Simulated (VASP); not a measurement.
Here is a VASP 6.6.1 calculation.

The input INCAR:

```
  PREC = Accurate
  ENCUT = 520
  EDIFF = 1E-6
  ISMEAR = 0
  SIGMA = 0.05
  LREAL = False
  LASPH = True
  NELM = 80
  ALGO = Normal
  ISIF = 2
  LWAVE = False
  LCHARG = False
  GGA = PE
  NBANDS = 21
```

File KPOINTS:

```
regular mesh
0
Gamma
  6 6 6
```

The input POSCAR:

```
Ge
1.0
    0.0000000000      2.8300000000      2.8300000000
    2.8300000000      0.0000000000      2.8300000000
    2.8300000000      2.8300000000      0.0000000000
Ge
2
Direct
    0.5000000000      0.5000000000      0.5000000000
    0.7500000000      0.7500000000      0.7500000000
```

Potentials or basis: VASP PAW PBE potentials, release 64 (Ge_d).

Command:

```bash
$ cat potpaw_PBE.64/Ge_d/POTCAR > POTCAR
$ mpirun -np 1 vasp_std > vasp.out
```

Task: What does it give for the pressure?

Result: 3.5 GPa.
